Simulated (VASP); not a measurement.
# Sr (P6_3/mmc) in VASP: notebook

Sr is run at these levels: r2SCAN; tasks: single point.

All numbers are computed with VASP 6.6.1; they aren't measurements. Logs are shortened: lines on timing, memory, paths and dates and some standing lists are left out, and cuts for length are marked.

### Step 1. The cell of the first run

The structure is hexagonal, space group P6_3/mmc (No. 194). The conventional cell has a = 4.655 Å, b = 4.655 Å, c = 7.050 Å, α = 90.00°, β = 90.00°, γ = 120.00°. Sr (site symmetry -6m2) has 12 Sr at 4.43 to 4.65 Å within 5.8 Å.

This isn't the form of Sr at room conditions, which is fcc.

### Step 2. Single point, r2SCAN (strain +0.080 along x and y, +0.000 along z)

Contents of POSCAR:

```
Sr
1.0
    4.6548002383      0.0000000000      0.0000000000
   -2.3274001192      4.0311752559      0.0000000000
    0.0000000000      0.0000000000      7.0500000000
Sr
2
Direct
    0.3333333333      0.6666666667      0.2500000000
    0.6666666667      0.3333333333      0.7500000000
```

Contents of INCAR.step1:

```
SYSTEM = Sr
PREC     = Accurate       ! precision mode
ENCUT    = 520            ! plane-wave cutoff, eV
ISMEAR   = 0              ! smearing method
SIGMA    = 0.15           ! smearing width, eV
LREAL    = .False.        ! projectors in reciprocal space
LASPH    = .True.         ! aspherical terms in the spheres
NELM     = 60             ! most SCF steps
NBANDS   = 17             ! bands
GGA      = PE             ! functional
ALGO     = Normal         ! electronic algorithm
EDIFF    = 1E-4           ! SCF threshold, eV
LWAVE    = .True.         ! write WAVECAR
LCHARG   = .False.        ! write CHGCAR
```

Contents of INCAR.step2:

```
SYSTEM = Sr
PREC     = Accurate       ! precision mode
ENCUT    = 520            ! plane-wave cutoff, eV
EDIFF    = 1E-7           ! SCF threshold, eV
ISMEAR   = 0              ! smearing method
SIGMA    = 0.15           ! smearing width, eV
LREAL    = .False.        ! projectors in reciprocal space
LASPH    = .True.         ! aspherical terms in the spheres
NELM     = 60             ! most SCF steps
ALGO     = Normal         ! electronic algorithm
ISIF     = 2              ! what is computed and relaxed
LWAVE    = .False.        ! write WAVECAR
LCHARG   = .False.        ! write CHGCAR
METAGGA  = R2SCAN         ! meta-GGA
LMIXTAU  = .True.       
NBANDS   = 17             ! bands
ISTART   = 1
```

Contents of KPOINTS:

```
Automatic mesh
0
Gamma
  12 12 8
  0 0 0
```

Potentials or basis: VASP PAW PBE potentials, release 64 (Sr_sv).

On the command line:

```console
cat potpaw_PBE.64/Sr_sv/POTCAR > POTCAR
cp INCAR.step1 INCAR
mpirun -np 1 vasp_std > vasp.out
cp INCAR.step2 INCAR
mpirun -np 1 vasp_std > vasp.out
```

OUTCAR:

```text
SYSTEM = Sr
   PREC = Accurate
   ENCUT = 520
   EDIFF = 1E-7
   ISMEAR = 0
   LREAL = .False.
   LASPH = .True.
   NELM = 60
   ISIF = 2
   METAGGA = R2SCAN
   ISTART = 1

 ion  position               nearest neighbor table
   1  0.333  0.667  0.250-   2 4.43   2 4.43   2 4.43   2 4.43   2 4.43   2 4.43
   2  0.667  0.333  0.750-   1 4.43   1 4.43   1 4.43   1 4.43   1 4.43   1 4.43

  LATTYP: Found a hexagonal cell.
 ALAT       =     4.6548002383
 C/A-ratio  =     1.5145655322

  Lattice vectors:

 A1 = (   4.6548002383,   0.0000000000,   0.0000000000)
 A2 = (  -2.3274001192,   4.0311752559,   0.0000000000)
 A3 = (   0.0000000000,   0.0000000000,   7.0500000000)

Analysis of symmetry for initial positions (statically):
=====================================================================
 Subroutine PRICEL returns:
 Original cell was already a primitive cell.

 Routine SETGRP: Setting up the symmetry group for a
 hexagonal supercell.

 Subroutine GETGRP returns: Found 24 space group operations
 (whereof 12 operations were pure point group operations)
 out of a pool of 24 trial point group operations.

The static configuration has the point symmetry D_3d.
 The point group associated with its full space group is D_6h.

Analysis of symmetry for dynamics (positions and initial velocities):
=====================================================================
 Subroutine PRICEL returns:
 Original cell was already a primitive cell.

 Routine SETGRP: Setting up the symmetry group for a
 hexagonal supercell.

 Subroutine GETGRP returns: Found 24 space group operations
 (whereof 12 operations were pure point group operations)
 out of a pool of 24 trial point group operations.

The dynamic configuration has the point symmetry D_3d.
 The point group associated with its full space group is D_6h.

 Subroutine INISYM returns: Found 24 space group operations
 (whereof 12 operations are pure point group operations),
 and found     1 'primitive' translations

----------------------------------------------------------------------------------------

                                     Primitive cell

  volume of cell :     132.2884

  direct lattice vectors                    reciprocal lattice vectors
     4.654800238  0.000000000  0.000000000     0.214831990  0.124033307  0.000000000
    -2.327400119  4.031175256  0.000000000     0.000000000  0.248066615  0.000000000
     0.000000000  0.000000000  7.050000000     0.000000000  0.000000000  0.141843972

  length of vectors
     4.654800238  4.654800238  7.050000000     0.248066615  0.248066615  0.141843972

  position of ions in fractional coordinates (direct lattice)
     0.333333333  0.666666667  0.250000000
     0.666666667  0.333333333  0.750000000

  ion indices of the primitive-cell ions
   primitive index   ion index
                 1           1
                 2           2

----------------------------------------------------------------------------------------

 KPOINTS: Automatic mesh

Automatic generation of k-mesh.
 Grid dimensions read from file:
 generate k-points for:   12   12    8

 Generating k-lattice:

  Cartesian coordinates                     Fractional coordinates (reciprocal lattice)
     0.017902666  0.010336109  0.000000000     0.083333333 -0.000000000  0.000000000
     0.000000000  0.020672218  0.000000000     0.000000000  0.083333333  0.000000000
     0.000000000  0.000000000  0.017730496     0.000000000  0.000000000  0.125000000

  Length of vectors
     0.020672218  0.020672218  0.017730496

  Shift w.r.t. Gamma in fractional coordinates (k-lattice)
     0.000000000  0.000000000  0.000000000

 Subroutine IBZKPT returns following result:
 ===========================================

 Found     95 irreducible k-points:

 Following reciprocal coordinates:
            Coordinates               Weight
  0.000000  0.000000  0.000000      1.000000
  0.083333 -0.000000  0.000000      6.000000
  0.166667  0.000000  0.000000      6.000000
  0.250000  0.000000  0.000000      6.000000
  0.333333 -0.000000  0.000000      6.000000
  0.416667  0.000000  0.000000      6.000000
[... 16 lines left out ...]
  0.250000  0.000000  0.125000     12.000000
  0.333333 -0.000000  0.125000     12.000000
 [... further k-points ...]
   k-points           NKPTS =     95   k-points in BZ     NKDIM =     95   number of bands    NBANDS=     17
   number of dos      NEDOS =    301   number of ions     NIONS =      2
   total plane-waves  NPLWV =  69984
   dimension x,y,z NGX =    36 NGY =   36 NGZ =   54
   dimension x,y,z NGXF=    72 NGYF=   72 NGZF=  108
   ions per type =               2
   NGX,Y,Z   is equivalent  to a cutoff of  12.86, 12.86, 12.73 a.u.
   NGXF,Y,Z  is equivalent  to a cutoff of  25.71, 25.71, 25.47 a.u.
 SYSTEM =  Sr
   PREC   = accura    normal or accurate (medium, high low for compatibility)
   ISTART =      1    job   : 0-new  1-cont  2-samecut
   ICHARG =      0    charge: 1-file 2-atom 10-const
   ISPIN  =      1    spin polarized calculation?
   LNONCOLLINEAR =      F non collinear calculations
   LSORBIT =      F    spin-orbit coupling
   LASPH  =      T    aspherical Exc in radial PAW
   ENCUT  =  520.0 eV  38.22 Ry    6.18 a.u.   8.65  8.65 13.11*2*pi/ulx,y,z
   NELM   =     60;   NELMIN=  2; NELMDL=  0     # of ELM steps
   EDIFF  = 0.1E-06   stopping-criterion for ELM
   LREAL  =      F    real-space projection
   EDIFFG = 0.1E-05   stopping-criterion for IOM
   NSW    =      0    number of steps for IOM
   IBRION =     -1    ionic relax: 0-MD 1-quasi-New 2-CG
   NFREE  =      0    steps in history (QN), initial steepest desc. (CG)
   ISIF   =      2    stress and relaxation
   ISYM   =      2    0-nonsym 1-usesym 2-fastsym
   POTIM  = 0.5000    time-step for ionic-motion
   TEBEG  =    0.0;   TEEND  =   0.0 temperature during run
   PSTRESS=    0.0 pullay stress
   NELECT =      20.0000    total number of electrons
   NUPDOWN=      -1.0000    fix difference up-down
   EMIN   =  10.00;   EMAX   =-10.00  energy-range for DOS
   EFERMI =   0.00;   METHOD = LEGACY
   ISMEAR =     0;   SIGMA  =   0.15  broadening in eV -4-tet -1-fermi 0-gaus
   EFERMI_NEDOS =   21; number of points for ismear=-14 and -15
   IALGO  =     38    algorithm
   IMIX   =      4    mixing-type and parameters
     AMIX     =   0.40;   BMIX     =  1.00
     AMIX_MAG =   1.60;   BMIX_MAG =  1.00
  volume/ion in A,a.u.               =      66.14       446.36
  Fermi-wavevector in a.u.,A,eV,Ry     =   0.872123  1.648073 10.348562  0.760598
  Thomas-Fermi vector in A             =   1.991327
   LORBIT       =      0    0 simple, 1 ext, 2 COOP (PROOUT), +10 PAW based schemes
   METAGGA = R2SCAN    functional components
   LHFCALC =     F    Hartree Fock is set to
   AEXX    =    0.0000 exact exchange contribution
   IVDW    =     0    specifies the selected vdW correction
   LEPSILON=     F    determine dielectric tensor
   LRPA    =     F    only Hartree local field effects (RPA)
 non-spin polarized calculation
 Gauss-broadening in eV      SIGMA  =   0.15
  energy-cutoff  :      520.00
  volume of cell :      132.29
 maximum number of plane-waves:      3586
 NGX is ok and might be reduce to    36
   NGX = 17   NGY = 17   NGZ = 27

 number of electron      20.0000001 magnetization

 Free energy of the ion-electron system (eV)
  ---------------------------------------------------
  ext. energy  EPLUGINS =         0.00000000
  ---------------------------------------------------
  free energy    TOTEN  =       -30.09284544 eV

  energy without entropy =      -30.06243574  energy(sigma->0) =      -30.07764059

 E-fermi :   1.0318     XC(G=0):  -7.2290

 val. band max:        1.0294566802   @ k =   0.4167   0.0833   0.3750
 cond. band min:       1.0474929293   @ k =   0.5000   0.0000   0.3750
 fundamental gap:      0.0180362492
 Fermi energy:         1.0317811144

 k-point     1 :       0.0000    0.0000    0.0000
  band No.  band energies     occupation
      1     -37.3919      2.00000
      2     -37.3832      2.00000
      3     -18.7902      2.00000
      4     -18.6910      2.00000
      5     -18.6910      2.00000
      6     -18.6687      2.00000
[... 9 lines left out ...]
     16       3.8067      0.00000
     17       4.0236      0.00000

 k-point     2 :       0.0833   -0.0000    0.0000
  band No.  band energies     occupation
      1     -37.3916      2.00000
      2     -37.3831      2.00000
      3     -18.7878      2.00000
      4     -18.6949      2.00000
      5     -18.6925      2.00000
      6     -18.6730      2.00000
[... 9 lines left out ...]
     16       3.8818      0.00000
     17       3.9296      0.00000

 k-point     3 :       0.1667    0.0000    0.0000
  band No.  band energies     occupation
      1     -37.3907      2.00000
      2     -37.3830      2.00000
      3     -18.7808      2.00000
      4     -18.7058      2.00000
      5     -18.6966      2.00000
      6     -18.6845      2.00000
[... 9 lines left out ...]
     16       3.7172      0.00000
     17       4.1012      0.00000

 k-point     4 :       0.2500    0.0000    0.0000
  band No.  band energies     occupation
      1     -37.3894      2.00000
      2     -37.3829      2.00000
      3     -18.7702      2.00000
      4     -18.7207      2.00000
      5     -18.7019      2.00000
      6     -18.6999      2.00000
[... 9 lines left out ...]
     16       3.9616      0.00000
     17       4.4479      0.00000

 k-point     5 :       0.3333   -0.0000    0.0000
  band No.  band energies     occupation
      1     -37.3879      2.00000
      2     -37.3829      2.00000
      3     -18.7577      2.00000
      4     -18.7359      2.00000
      5     -18.7150      2.00000
      6     -18.7070      2.00000
[... 9 lines left out ...]
     16       4.4126      0.00000
     17       4.8323      0.00000

 k-point     6 :       0.4167    0.0000    0.0000
  band No.  band energies     occupation
      1     -37.3867      2.00000
      2     -37.3831      2.00000
      3     -18.7471      2.00000
      4     -18.7458      2.00000
      5     -18.7257      2.00000
      6     -18.7107      2.00000
[... 9 lines left out ...]
     16       4.9617      0.00000
     17       5.1627      0.00000
[... 281 lines left out ...]
 k-point    21 :       0.0833   -0.0000    0.1250
  band No.  band energies     occupation
      1     -37.3913      2.00000
      2     -37.3834      2.00000
      3     -18.7834      2.00000
      4     -18.6940      2.00000
      5     -18.6916      2.00000
      6     -18.6764      2.00000
[... 9 lines left out ...]
     16       3.7803      0.00000
     17       4.0947      0.00000

 k-point    22 :       0.1667    0.0000    0.1250
  band No.  band energies     occupation
      1     -37.3904      2.00000
      2     -37.3833      2.00000
      3     -18.7774      2.00000
      4     -18.7043      2.00000
      5     -18.6956      2.00000
      6     -18.6889      2.00000
[... 9 lines left out ...]
     16       3.7946      0.00000
     17       4.1476      0.00000

 k-point    23 :       0.2500    0.0000    0.1250
  band No.  band energies     occupation
      1     -37.3891      2.00000
      2     -37.3831      2.00000
      3     -18.7688      2.00000
      4     -18.7182      2.00000
      5     -18.7046      2.00000
      6     -18.7008      2.00000
[... 9 lines left out ...]
     16       3.9667      0.00000
     17       4.4703      0.00000

 k-point    24 :       0.3333   -0.0000    0.1250
  band No.  band energies     occupation
      1     -37.3877      2.00000
      2     -37.3831      2.00000
      3     -18.7607      2.00000
      4     -18.7303      2.00000
      5     -18.7195      2.00000
      6     -18.7058      2.00000
[... 9 lines left out ...]
     16       4.3644      0.00000
     17       4.8204      0.00000

 [... further k-points ...]

------------------------ aborting loop because EDIFF is reached ----------------------------------------

  FORCE on cell =-STRESS in cart. coord.  units (eV):
  Direction    XX          YY          ZZ          XY          YZ          ZX
  --------------------------------------------------------------------------------------
  -------------------------------------------------------------------------------------
  Total       -1.4113835     -1.4113835     -0.4704120      0.0000000     -0.0000000      0.0000000
  in kB      -17.0936099    -17.0936099     -5.6972745      0.0000000     -0.0000000      0.0000000
  external PRESSURE =     -13.2948315 kB  Pullay stress =       0.0000000 kB

 VOLUME and BASIS-vectors are now :
 -----------------------------------------------------------------------------
  energy-cutoff  :      520.00
  volume of cell :      132.29
      direct lattice vectors                 reciprocal lattice vectors
     4.654800238  0.000000000  0.000000000     0.214831990  0.124033307  0.000000000
    -2.327400119  4.031175256  0.000000000     0.000000000  0.248066615  0.000000000
     0.000000000  0.000000000  7.050000000     0.000000000  0.000000000  0.141843972

 POSITION                                       TOTAL-FORCE (eV/Angst)
 -----------------------------------------------------------------------------------
     -0.00000      2.68745      1.76250         0.000000     -0.000000     -0.000000
      2.32740      1.34373      5.28750        -0.000000      0.000000      0.000000
 -----------------------------------------------------------------------------------
    total drift:                               -0.000000      0.000000     -0.000000

  FREE ENERGIE OF THE ION-ELECTRON SYSTEM (eV)
  ---------------------------------------------------
  free  energy   TOTEN  =       -30.0928454405 eV

  energy  without entropy=      -30.0624357423  energy(sigma->0) =      -30.07764059
```

Wall time 23 min (1 thread of Intel Xeon 8259CL, shared host); peak memory 0.4 GiB.

What came out:

| Item | Value |
| --- | --- |
| Free energy | -30.0928 eV |
| Pressure | -1.3 GPa |
| Band gap on the k mesh | zero (bands 10 and 11 overlap by 0.49 eV) |

Stress tensor (GPa, compression positive):
```
-1.71  0.00  0.00
 0.00 -1.71  0.00
 0.00  0.00 -0.57
```

Caveat: the cell differs from its parent crystal (strain +0.080 along x and y, +0.000 along z); the PAW data sets were made with another functional, which shifts forces and pressure a little.

[end of part 1 of 2]
